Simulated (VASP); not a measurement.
# La2TaO2 (P4/mmm) in VASP: notebook, part 2 of 2

VASP 6.6.1.

### 5 Single point, PBE, collinear spin

This run uses another cell than the first one, of 28.53 Å³/atom.

Contents of INCAR:

```
ALGO = Normal
EDIFF = 1E-7
ENCUT = 520
GGA = PE
ISIF = 2
ISMEAR = 0
ISPIN = 2
LASPH = T
LCHARG = T
LELF = T
LMAXMIX = 6
LORBIT = 11
LREAL = F
LVHAR = T
LWAVE = F
MAGMOM = 0 0 1 0 0
NBANDS = 34
NELM = 150
PREC = Accurate
SIGMA = 0.1
```

Contents of KPOINTS:

```
k-points
0
Gamma
  4 4 4
```

Contents of POSCAR:

```
La2TaO2
1.0
    4.5036883843      0.0000000000      0.0000000000
    0.0000000000      4.5036883843      0.0000000000
    0.0000000000      0.0000000000      7.0341427303
La Ta O
2 1 2
Direct
    0.5000000000      0.5000000000      0.0000000000
    0.5000000000      0.5000000000      0.5000000000
    0.0000000000      0.0000000000      0.0000000000
    0.0000000000      0.5000000000      0.0000000000
    0.5000000000      0.0000000000      0.0000000000
```

Potentials or basis: VASP PAW PBE potentials, release 64 (La, Ta_pv, O).

The run is started by

```bash
cat potpaw_PBE.64/La/POTCAR potpaw_PBE.64/Ta_pv/POTCAR potpaw_PBE.64/O/POTCAR > POTCAR
mpirun -np 1 vasp_std > vasp.out
```

OUTCAR:

```text
EDIFF = 1E-7
   ENCUT = 520
   GGA = PE
   ISIF = 2
   ISMEAR = 0
   ISPIN = 2
   LASPH = T
   LORBIT = 11
   LREAL = F
   NELM = 150
   PREC = Accurate

 ion  position               nearest neighbor table
   1  0.500  0.500  0.000-   4 2.25   5 2.25   5 2.25   4 2.25   3 3.18   3 3.18   3 3.18   3 3.18
                             2 3.52   2 3.52
   2  0.500  0.500  0.500-   1 3.52   1 3.52
   3  0.000  0.000  0.000-   4 2.25   5 2.25   4 2.25   5 2.25   1 3.18   1 3.18   1 3.18   1 3.18

[... 1564 lines left out ...]
     0.000000000  0.000000000  7.034142730     0.000000000  0.000000000  0.142163735

 POSITION                                       TOTAL-FORCE (eV/Angst)
 -----------------------------------------------------------------------------------
      2.25184      2.25184      0.00000         0.000000      0.000000      0.000000
      2.25184      2.25184      3.51707         0.000000      0.000000      0.000000
      0.00000      0.00000      0.00000         0.000000      0.000000      0.000000
      0.00000      2.25184      0.00000         0.000000      0.000000      0.000000
      2.25184      0.00000      0.00000         0.000000      0.000000      0.000000
 -----------------------------------------------------------------------------------
    total drift:                                0.000000      0.000000     -0.000000

  FREE ENERGIE OF THE ION-ELECTRON SYSTEM (eV)
  ---------------------------------------------------
  free  energy   TOTEN  =       -35.4157141217 eV

  energy  without entropy=      -35.3790979233  energy(sigma->0) =      -35.39740602

 total charge

# of ion       s       p       d       f       tot
--------------------------------------------------
    1        2.047   5.663   0.962   0.359   9.032
    2        2.039   5.585   0.708   0.095   8.428
    3        0.270   6.067   2.239   0.000   8.576
    4        1.575   3.433   0.000   0.000   5.008
    5        1.575   3.433   0.000   0.000   5.008
--------------------------------------------------
tot          7.507  24.181   3.909   0.455  36.052

 magnetization (x)

# of ion       s       p       d       f       tot
--------------------------------------------------
    1        0.005  -0.000   0.022   0.002   0.029
    2       -0.000  -0.000  -0.011   0.014   0.002
    3       -0.000   0.000  -0.013   0.000  -0.013
    4       -0.000  -0.002   0.000   0.000  -0.002
    5       -0.000  -0.002   0.000   0.000  -0.002
--------------------------------------------------
tot          0.004  -0.004  -0.001   0.015   0.014
```

OSZICAR:

```text
N       E                     dE             d eps       ncg     rms          rms(c)
DAV:   1     0.601581154368E+03    0.60158E+03   -0.17638E+04  2504   0.175E+03
DAV:   2     0.963800433590E+02   -0.50520E+03   -0.47017E+03  2902   0.344E+02
DAV:   3    -0.290104396410E+02   -0.12539E+03   -0.12099E+03  3558   0.186E+02
[... 37 lines left out ...]
DAV:  41    -0.354156982133E+02   -0.93245E-05   -0.65855E-05  3828   0.239E-02    0.645E-03
DAV:  42    -0.354157079098E+02   -0.96965E-05   -0.56674E-05  3586   0.227E-02    0.758E-03
DAV:  43    -0.354157116860E+02   -0.37762E-05   -0.13819E-05  4424   0.146E-02    0.859E-03
DAV:  44    -0.354157140597E+02   -0.23737E-05   -0.31694E-06  3710   0.530E-03    0.884E-03
DAV:  45    -0.354157141217E+02   -0.62031E-07   -0.51118E-07  3152   0.281E-03
   1 F= -.35415714E+02 E0= -.35397406E+02  d E =-.366162E-01  mag=    -0.0140
```

It took 6.8 min on 1 thread of Intel Xeon Platinum 8559C (Emerald Rapids), shared host; peak memory 0.42 GiB.

Results:

* Free energy: -35.4157 eV
* Pressure: 0.0 GPa
* Net moment: -0.02 μB per cell
* Site moments: La +0.03, +0.00; Ta -0.01; O -0.00 μB
* Valence electrons inside the program's atomic spheres: La 9.03, 8.43; Ta 8.58; O 5.01

Caveat: spin-orbit coupling is left out, which moves the levels of the heavy elements.

### 6 Single point, PBE, collinear spin

This run uses another cell than the first one, of 28.26 Å³/atom.

Contents of INCAR:

```
PREC = Accurate
ENCUT = 520
EDIFF = 1E-6
ISMEAR = 0
SIGMA = 0.1
LREAL = False
LASPH = True
NELM = 150
ALGO = Normal
ISIF = 2
LWAVE = False
LCHARG = False
ISPIN = 2
MAGMOM = 0 0.38 0 0 0
LORBIT = 11
LMAXMIX = 6
GGA = PE
NBANDS = 34
```

Contents of KPOINTS:

```
regular mesh
0
Gamma
  8 8 6
```

Edit POSCAR of step 5 so:

```diff
@@ -2,5 +2,5 @@
 1.0
-    4.5036883843      0.0000000000      0.0000000000
-    0.0000000000      4.5036883843      0.0000000000
-    0.0000000000      0.0000000000      7.0341427303
+    4.5053601607      0.0000000000      0.0000000000
+    0.0000000000      4.5053601607      0.0000000000
+    0.0000000000      0.0000000000      6.9623775400
 La Ta O
```

Potentials or basis: VASP PAW PBE potentials, release 64 (La, Ta_pv, O).

The run is started by

```bash
cat potpaw_PBE.64/La/POTCAR potpaw_PBE.64/Ta_pv/POTCAR potpaw_PBE.64/O/POTCAR > POTCAR
mpirun -np 1 vasp_std > vasp.out
```

OUTCAR:

```text
PREC = Accurate
   ENCUT = 520
   EDIFF = 1E-6
   ISMEAR = 0
   LREAL = False
   LASPH = True
   NELM = 150
   ISIF = 2
   ISPIN = 2
   LORBIT = 11
   GGA = PE

 ion  position               nearest neighbor table
   1  0.500  0.500  0.000-   4 2.25   5 2.25   5 2.25   4 2.25   3 3.19   3 3.19   3 3.19   3 3.19
                             2 3.48   2 3.48
   2  0.500  0.500  0.500-   1 3.48   1 3.48
   3  0.000  0.000  0.000-   4 2.25   5 2.25   4 2.25   5 2.25   1 3.19   1 3.19   1 3.19   1 3.19

   4  0.000  0.500  0.000-   1 2.25   3 2.25   3 2.25   1 2.25
   5  0.500  0.000  0.000-   1 2.25   3 2.25   1 2.25   3 2.25
[... 2017 lines left out ...]
 -----------------------------------------------------------------------------------
      2.25268      2.25268      0.00000         0.000000      0.000000      0.000000
      2.25268      2.25268      3.48119         0.000000      0.000000      0.000000
      0.00000      0.00000      0.00000         0.000000      0.000000      0.000000
      0.00000      2.25268      0.00000         0.000000      0.000000      0.000000
      2.25268      0.00000      0.00000         0.000000      0.000000      0.000000
 -----------------------------------------------------------------------------------
    total drift:                                0.000000      0.000000     -0.000000

  FREE ENERGIE OF THE ION-ELECTRON SYSTEM (eV)
  ---------------------------------------------------
  free  energy   TOTEN  =       -35.4339746485 eV

  energy  without entropy=      -35.4033678710  energy(sigma->0) =      -35.41867126

 total charge

# of ion       s       p       d       f       tot
--------------------------------------------------
    1        2.046   5.662   0.966   0.361   9.035
    2        2.037   5.583   0.721   0.094   8.436
    3        0.270   6.065   2.249   0.000   8.584
    4        1.576   3.432   0.000   0.000   5.008
    5        1.576   3.432   0.000   0.000   5.008
--------------------------------------------------
tot          7.505  24.174   3.936   0.455  36.069

 magnetization (x)

# of ion       s       p       d       f       tot
--------------------------------------------------
    1       -0.000  -0.000  -0.002  -0.008  -0.010
    2        0.006   0.000   0.179   0.010   0.196
    3       -0.007  -0.001  -0.137   0.000  -0.145
    4        0.000   0.006   0.000   0.000   0.007
    5        0.000   0.006   0.000   0.000   0.007
--------------------------------------------------
tot          0.000   0.011   0.040   0.002   0.054
```

stdout:

```text
POSCAR found type information on POSCAR LaTaO
 POSCAR found :  3 types and       5 ions
 scaLAPACK will be used
 LDA part: xc-table for (Slater+PW92), standard interpolation
 POSCAR, INCAR and KPOINTS ok, starting setup
 FFT: planning ... GRIDC
 FFT: planning ... GRID_SOFT
 FFT: planning ... GRID
 WAVECAR not read
 entering main loop
```

It took 21 min on 1 thread of Oxide Virtual Turin-like, shared host; peak memory 0.61 GiB.

Results:

| Item | Value |
| --- | --- |
| Free energy | -35.4340 eV |
| Pressure | -0.1 GPa |
| Net moment | 0.29 μB per cell |
| Site moments | La -0.01, +0.20; Ta -0.14; O +0.01 μB |
| Valence electrons inside the program's atomic spheres | La 9.04, 8.44; Ta 8.58; O 5.01 |

Caveat: a moment this small can come from the mesh or the smearing; spin-orbit coupling is left out, which moves the levels of the heavy elements.

### 7 The runs side by side

```csv
task,spin,cell,k mesh,cutoff (eV),gap on the mesh (eV),pressure (GPa),moment (μB)
single point,off,"a = 4.114, b = 4.114, c = 5.692 Å, 5 atoms",4 × 4 × 4,520,none,40.3,-
single point,off,"a = 4.504, b = 4.504, c = 7.034 Å, 5 atoms",4 × 4 × 4,520,none,0.0,-
relaxation of cell and atoms,off,"relaxed from a = 4.114, b = 4.114, c = 5.692 Å, 5 atoms",4 × 4 × 4,600,none,0.0,-
single point,collinear,"a = 4.504, b = 4.504, c = 7.034 Å, 5 atoms",4 × 4 × 4,520,none,0.0,0.02
single point,collinear,"a = 4.505, b = 4.505, c = 6.962 Å, 5 atoms",8 × 8 × 6,520,none,-0.1,0.29
```

Alike in all rows: level PBE; potentials or basis VASP PAW PBE potentials, release 64 (La, Ta_pv, O); smearing gaussian 0.1 eV.

Caveats: some runs use coarse meshes; spin-orbit coupling is left out, which moves the levels of the heavy elements; an odd number of electrons without spin polarisation forces a metal (at least some runs); a magnetic or distorted state may lie lower (at least some runs); the volume moved by over 15 % at a fixed basis, so the end points are rough (at least some runs); a moment this small can come from the mesh or the smearing (at least some runs).

Total energies depend on the potentials used, so only differences within one code and one set of settings carry meaning.
